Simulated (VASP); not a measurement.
# Sn (P6_3/mmc) in VASP: a series of runs, part 2 of 2

VASP 6.6.1. The steps go on from the part before.

### Step 5. Single point, PBEsol

This run uses another cell than the first one, of 26.27 Å³/atom.

INCAR

```
SYSTEM = Sn
ALGO = Fast
EDIFF = 1E-6
ENCUT = 520
GGA = PS
ISIF = 2
ISMEAR = 0
LASPH = .TRUE.
LCHARG = .FALSE.
LREAL = .FALSE.
LWAVE = .FALSE.
NBANDS = 21
NELM = 100
PREC = Accurate
SIGMA = 0.1
```

KPOINTS

```
k-points
0
G
  15 15 8
  0 0 0
```

POSCAR

```
Sn
1.0
    3.3038219997      0.0000000034      0.0000000000
   -1.6519110028      2.8611937796      0.0000000000
    0.0000000000      0.0000000000      5.5581808696
Sn
2
Direct
    0.3333333333      0.6666666667      0.2500000000
    0.6666666667      0.3333333333      0.7500000000
```

Potentials or basis: VASP PAW PBE potentials, release 64 (Sn_d).

Command:

```sh
cat potpaw_PBE.64/Sn_d/POTCAR > POTCAR
mpirun -np 1 vasp_std > vasp.out
```

OUTCAR:

```text
SYSTEM = Sn
   EDIFF = 1E-6
   ENCUT = 520
   GGA = PS
   ISIF = 2
   ISMEAR = 0
   LASPH = .TRUE.
   LREAL = .FALSE.
   NELM = 100
   PREC = Accurate

 ion  position               nearest neighbor table
   1  0.333  0.667  0.250-   2 3.37   2 3.37   2 3.37   2 3.37   2 3.37   2 3.37
   2  0.667  0.333  0.750-   1 3.37   1 3.37   1 3.37   1 3.37   1 3.37   1 3.37

  LATTYP: Found a hexagonal cell.
 ALAT       =     3.3038219997
 C/A-ratio  =     1.6823487676

  Lattice vectors:

 A1 = (   3.3038219997,   0.0000000034,   0.0000000000)
 A2 = (  -1.6519110028,   2.8611937796,   0.0000000000)
 A3 = (   0.0000000000,   0.0000000000,   5.5581808696)

Analysis of symmetry for initial positions (statically):
=====================================================================
 Subroutine PRICEL returns:
 Original cell was already a primitive cell.

 Routine SETGRP: Setting up the symmetry group for a
 hexagonal supercell.

 Subroutine GETGRP returns: Found 24 space group operations
 (whereof 12 operations were pure point group operations)
 out of a pool of 24 trial point group operations.

The static configuration has the point symmetry D_3d.
 The point group associated with its full space group is D_6h.

Analysis of symmetry for dynamics (positions and initial velocities):
=====================================================================
 Subroutine PRICEL returns:
 Original cell was already a primitive cell.

 Routine SETGRP: Setting up the symmetry group for a
 hexagonal supercell.

 Subroutine GETGRP returns: Found 24 space group operations
 (whereof 12 operations were pure point group operations)
 out of a pool of 24 trial point group operations.

The dynamic configuration has the point symmetry D_3d.
 The point group associated with its full space group is D_6h.

 Subroutine INISYM returns: Found 24 space group operations
 (whereof 12 operations are pure point group operations),
 and found     1 'primitive' translations

----------------------------------------------------------------------------------------

                                     Primitive cell

  volume of cell :      52.5408

  direct lattice vectors                    reciprocal lattice vectors
     3.303822000  0.000000003  0.000000000     0.302679745  0.174752232  0.000000000
    -1.651911003  2.861193780  0.000000000    -0.000000000  0.349504464  0.000000000
     0.000000000  0.000000000  5.558180870     0.000000000  0.000000000  0.179914980

  length of vectors
     3.303822000  3.303822000  5.558180870     0.349504464  0.349504464  0.179914980

  position of ions in fractional coordinates (direct lattice)
     0.333333333  0.666666667  0.250000000
     0.666666667  0.333333333  0.750000000

  ion indices of the primitive-cell ions
   primitive index   ion index
                 1           1
                 2           2

----------------------------------------------------------------------------------------

 KPOINTS: k-points

Automatic generation of k-mesh.
 Grid dimensions read from file:
 generate k-points for:   15   15    8

 Generating k-lattice:

  Cartesian coordinates                     Fractional coordinates (reciprocal lattice)
     0.020178650  0.011650149  0.000000000     0.066666667 -0.000000000  0.000000000
    -0.000000000  0.023300298  0.000000000     0.000000000  0.066666667  0.000000000
     0.000000000  0.000000000  0.022489373     0.000000000  0.000000000  0.125000000

  Length of vectors
     0.023300298  0.023300298  0.022489373

  Shift w.r.t. Gamma in fractional coordinates (k-lattice)
     0.000000000  0.000000000  0.000000000

 Subroutine IBZKPT returns following result:
 ===========================================

 Found    135 irreducible k-points:

 Following reciprocal coordinates:
            Coordinates               Weight
  0.000000  0.000000  0.000000      1.000000
  0.066667  0.000000  0.000000      6.000000
  0.133333  0.000000  0.000000      6.000000
  0.200000  0.000000  0.000000      6.000000
  0.266667  0.000000  0.000000      6.000000
  0.333333  0.000000  0.000000      6.000000
[... 16 lines left out ...]
  0.333333  0.200000  0.000000     12.000000
  0.400000  0.200000  0.000000      6.000000
 [... further k-points ...]
   k-points           NKPTS =    135   k-points in BZ     NKDIM =    135   number of bands    NBANDS=     21
   number of dos      NEDOS =    301   number of ions     NIONS =      2
   total plane-waves  NPLWV =  32928
   dimension x,y,z NGX =    28 NGY =   28 NGZ =   42
   dimension x,y,z NGXF=    56 NGYF=   56 NGZF=   84
   ions per type =               2
   NGX,Y,Z   is equivalent  to a cutoff of  14.09, 14.09, 12.56 a.u.
   NGXF,Y,Z  is equivalent  to a cutoff of  28.18, 28.18, 25.12 a.u.
 SYSTEM =  Sn
   PREC   = accura    normal or accurate (medium, high low for compatibility)
   ISTART =      0    job   : 0-new  1-cont  2-samecut
   ICHARG =      2    charge: 1-file 2-atom 10-const
   ISPIN  =      1    spin polarized calculation?
   LNONCOLLINEAR =      F non collinear calculations
   LSORBIT =      F    spin-orbit coupling
   LASPH  =      T    aspherical Exc in radial PAW
   ENCUT  =  520.0 eV  38.22 Ry    6.18 a.u.   6.14  6.14 10.33*2*pi/ulx,y,z
   NELM   =    100;   NELMIN=  2; NELMDL= -5     # of ELM steps
   EDIFF  = 0.1E-05   stopping-criterion for ELM
   LREAL  =      F    real-space projection
   EDIFFG = 0.1E-04   stopping-criterion for IOM
   NSW    =      0    number of steps for IOM
   IBRION =     -1    ionic relax: 0-MD 1-quasi-New 2-CG
   NFREE  =      0    steps in history (QN), initial steepest desc. (CG)
   ISIF   =      2    stress and relaxation
   ISYM   =      2    0-nonsym 1-usesym 2-fastsym
   POTIM  = 0.5000    time-step for ionic-motion
   TEBEG  =    0.0;   TEEND  =   0.0 temperature during run
   PSTRESS=    0.0 pullay stress
   NELECT =      28.0000    total number of electrons
   NUPDOWN=      -1.0000    fix difference up-down
   EMIN   =  10.00;   EMAX   =-10.00  energy-range for DOS
   EFERMI =   0.00;   METHOD = LEGACY
   ISMEAR =     0;   SIGMA  =   0.10  broadening in eV -4-tet -1-fermi 0-gaus
   EFERMI_NEDOS =   21; number of points for ismear=-14 and -15
   IALGO  =     68    algorithm
   IMIX   =      4    mixing-type and parameters
     AMIX     =   0.40;   BMIX     =  1.00
     AMIX_MAG =   1.60;   BMIX_MAG =  1.00
  volume/ion in A,a.u.               =      26.27       177.28
  Fermi-wavevector in a.u.,A,eV,Ry     =   1.327278  2.508192 23.968942  1.761668
  Thomas-Fermi vector in A             =   2.456602
   LORBIT       =      0    0 simple, 1 ext, 2 COOP (PROOUT), +10 PAW based schemes
   GGA     = PS    functional components
   LHFCALC =     F    Hartree Fock is set to
   AEXX    =    0.0000 exact exchange contribution
   IVDW    =     0    specifies the selected vdW correction
   LEPSILON=     F    determine dielectric tensor
   LRPA    =     F    only Hartree local field effects (RPA)
 non-spin polarized calculation
 RMM-DIIS sequential band-by-band and
 Gauss-broadening in eV      SIGMA  =   0.10
  energy-cutoff  :      520.00
  volume of cell :       52.54
 maximum number of plane-waves:      1436
 NGX is ok and might be reduce to    28
   NGX = 13   NGY = 13   NGZ = 21

 number of electron      28.0000000 magnetization

 Free energy of the ion-electron system (eV)
  ---------------------------------------------------
  ext. energy  EPLUGINS =         0.00000000
  ---------------------------------------------------
  free energy    TOTEN  =        -8.48851810 eV

  energy without entropy =       -8.48289651  energy(sigma->0) =       -8.48570731

 E-fermi :   8.3247     XC(G=0): -10.6643

 val. band max:        8.3154257836   @ k =   0.2667   0.0000   0.2500
 cond. band min:       8.3317946718   @ k =   0.3333   0.2000   0.5000
 fundamental gap:      0.0163688883
 Fermi energy:         8.3246533581

 k-point     1 :       0.0000    0.0000    0.0000
  band No.  band energies     occupation
      1     -13.0910      2.00000
      2     -13.0838      2.00000
      3     -13.0745      2.00000
      4     -13.0745      2.00000
      5     -13.0636      2.00000
      6     -13.0636      2.00000
[... 13 lines left out ...]
     20      18.4163      0.00000
     21      20.1657      0.00000
[... 529 lines left out ...]
 k-point    24 :       0.4000    0.2000    0.0000
  band No.  band energies     occupation
      1     -13.1121      2.00000
      2     -13.1065      2.00000
      3     -13.0455      2.00000
      4     -13.0417      2.00000
      5     -13.0107      2.00000
      6     -12.9892      2.00000
[... 13 lines left out ...]
     20      18.9103      0.00000
     21      22.1801      0.00000

 [... further k-points ...]

------------------------ aborting loop because EDIFF is reached ----------------------------------------

  FORCE on cell =-STRESS in cart. coord.  units (eV):
  Direction    XX          YY          ZZ          XY          YZ          ZX
  --------------------------------------------------------------------------------------
  -------------------------------------------------------------------------------------
  Total       -0.0261195     -0.0261195     -0.0249062      0.0000000      0.0000000     -0.0000000
  in kB       -0.7964886     -0.7964886     -0.7594878      0.0000000      0.0000000     -0.0000000
  external PRESSURE =      -0.7841550 kB  Pullay stress =       0.0000000 kB

 VOLUME and BASIS-vectors are now :
 -----------------------------------------------------------------------------
  energy-cutoff  :      520.00
  volume of cell :       52.54
      direct lattice vectors                 reciprocal lattice vectors
     3.303822000  0.000000003  0.000000000     0.302679745  0.174752232  0.000000000
    -1.651911003  2.861193780  0.000000000    -0.000000000  0.349504464  0.000000000
     0.000000000  0.000000000  5.558180870     0.000000000  0.000000000  0.179914980

 POSITION                                       TOTAL-FORCE (eV/Angst)
 -----------------------------------------------------------------------------------
     -0.00000      1.90746      1.38955         0.000000     -0.000000      0.000000
      1.65191      0.95373      4.16864        -0.000000      0.000000      0.000000
 -----------------------------------------------------------------------------------
    total drift:                                0.000000     -0.000000      0.000000

  FREE ENERGIE OF THE ION-ELECTRON SYSTEM (eV)
  ---------------------------------------------------
  free  energy   TOTEN  =        -8.4885181018 eV

  energy  without entropy=       -8.4828965127  energy(sigma->0) =       -8.48570731
```

Run time: 5 min. Hardware: 1 thread of Intel Xeon 8259CL, shared host; peak memory 0.26 GiB.

What came out:

```yaml
Free_energy: -8.4885 eV
Pressure: -0.1 GPa
Band_gap_on_the_k_mesh: zero (bands 14 and 15 overlap by 8.93 eV)
```

Caveat: the PAW data sets were made with another functional, which shifts forces and pressure a little; spin-orbit coupling is left out, which moves the levels of the heavy elements.

### Step 6. Relaxation of cell and atoms, PBEsol

This run uses another cell than the first one, of 26.19 Å³/atom.

INCAR

```
SYSTEM = Sn
  ALGO = Fast
  EDIFF = 1E-6
  EDIFFG = -0.005
  ENCUT = 600
  GGA = PS
  IBRION = 2
  ISIF = 3
  ISMEAR = 0
  LASPH = .TRUE.
  LCHARG = .FALSE.
  LREAL = .FALSE.
  LWAVE = .FALSE.
  NELM = 60
  NSW = 100
  PREC = Accurate
  SIGMA = 0.1
```

KPOINTS is that of step 5.

POSCAR

```
Sn
1.0
    3.3451273938      0.0000000035      0.0000000000
   -1.6725636999      2.8969653001      0.0000000000
    0.0000000000      0.0000000000      5.4054162177
Sn
2
Direct
    0.3333333333      0.6666666667      0.2500000000
    0.6666666667      0.3333333333      0.7500000000
```

Potentials or basis: VASP PAW PBE potentials, release 64 (Sn_d).

Command:

```sh
cat potpaw_PBE.64/Sn_d/POTCAR > POTCAR
mpirun -np 1 vasp_std > vasp.out
```

It took 18 min on 1 thread of Intel Xeon 8259CL, shared host; peak memory 0.29 GiB.

The run converged. Its results:

- Free energy: -8.4890 eV
- Relaxed volume: 26.26 Å³/atom
- Relaxed cell: a = 3.303 Å, b = 3.303 Å, c = 5.559 Å, α = 90.00°, β = 90.00°, γ = 120.00°
- Space group after relaxing (to 0.1 Å): P6_3/mmc (No. 194)
- Energy gained by relaxing: 6.0 meV/atom
- Ionic steps: 7
- Pressure after relaxing: 0.0 GPa
- Band gap on the k mesh: zero (bands 14 and 15 overlap by 8.93 eV)

Step by step:
```csv
step,energy change (eV),largest force (eV/Å),pressure (GPa),volume (Å³)
1,0.0000,0.0000,0.10,52.38
2,-0.0096,0.0000,-0.02,52.49
3,-0.0119,0.0000,-0.03,52.56
4,-0.0120,0.0000,-0.04,52.57
5,-0.0120,0.0000,-0.04,52.57
6,-0.0120,0.0000,0.05,52.51
7,-0.0120,0.0000,0.01,52.52
```

Final structure:
```yaml
crystal:
  lattice:
    - [3.30305, 0.00000, 0.00000]
    - [-1.65153, 2.86053, 0.00000]
    - [0.00000, 0.00000, 5.55910]
  atoms:
    - { symbol: Sn, position: [0.33333, 0.66667, 0.25000] }
    - { symbol: Sn, position: [0.66667, 0.33333, 0.75000] }
```

Levels at points of the mesh, in eV from the Fermi level:
```
           k point  band 12  band 13  band 14  band 15  band 16  band 17
(0.00, 0.00, 0.00)    -7.11    -4.82     6.35     6.35     7.56     8.07
(0.00, 0.00, 0.50)   -10.07     0.67     0.67     7.24     7.24     7.24
```

Caveat: the PAW data sets were made with another functional, which shifts forces and pressure a little; spin-orbit coupling is left out, which moves the levels of the heavy elements.

### Step 7. Overview

```tsv
task	cell	k mesh	cutoff (eV)	gap on the mesh (eV)	pressure (GPa)	relaxed volume (Å³/atom)
single point	a = 2.758, b = 2.758, c = 4.391 Å, angles 90.0, 90.0, 120.0°, 2 atoms	9 × 9 × 4	520	none	138.0	-
single point	a = 3.345, b = 3.345, c = 5.405 Å, angles 90.0, 90.0, 120.0°, 2 atoms	9 × 9 × 4	520	none	-0.2	-
relaxation of cell and atoms	relaxed from a = 2.758, b = 2.758, c = 4.391 Å, angles 90.0, 90.0, 120.0°, 2 atoms	9 × 9 × 4	600	none	-0.1	26.14
single point	a = 3.304, b = 3.304, c = 5.558 Å, angles 90.0, 90.0, 120.0°, 2 atoms	15 × 15 × 8	520	none	-0.1	-
relaxation of cell and atoms	relaxed from a = 3.345, b = 3.345, c = 5.405 Å, angles 90.0, 90.0, 120.0°, 2 atoms	15 × 15 × 8	600	none	0.0	26.26
```

Alike in all rows: level PBEsol; potentials or basis VASP PAW PBE potentials, release 64 (Sn_d); no spin polarisation; smearing gaussian 0.1 eV.

Caveats: the PAW data sets were made with another functional, which shifts forces and pressure a little; spin-orbit coupling is left out, which moves the levels of the heavy elements; the cell stands under pressure (at least some runs); the volume moved by over 15 % at a fixed basis, so the end points are rough (at least some runs).

Total energies depend on the potentials used, so only differences within one code and one set of settings carry meaning.
